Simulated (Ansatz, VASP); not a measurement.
# Ge: VASP beside Ansatz

```xyz
1
Lattice="2.7105 0.0000 0.0000 0.0000 2.7105 0.0000 0.0000 0.0000 2.7105" Properties=species:S:1:pos:R:3 pbc="T T T"
Ge    0.0000    0.0000    0.0000
```

Alike in both runs: task single point; functional PBE; k mesh 6 × 6 × 6; occupations fermi-dirac, width 0.03 eV; no spin polarisation.

|  | VASP | Ansatz |
| --- | --- | --- |
| version | VASP 6.6.1 | Ansatz 0.2.0 |
| potentials or method | VASP PAW PBE potentials, release 64 (Ge_d), cutoff 500 eV | all-electron LAPW, scalar-relativistic |

Ansatz gave:

* gap on the k mesh at the Fermi level (eV): none
* pressure (GPa): -0.2

Problem. Which values does VASP return?

Solution. gap on the k mesh at the Fermi level (eV): none; pressure (GPa): -0.4.

A gap of «none» marks a metal or a gap that the smearing closes. Ansatz ran all-electron here, and VASP with PAW potentials.

The k mesh is coarse, so the values compare programs but aren't converged. Noted on Ansatz's run: the k mesh is thin for a metal, which can move the energy by tens of meV per atom.
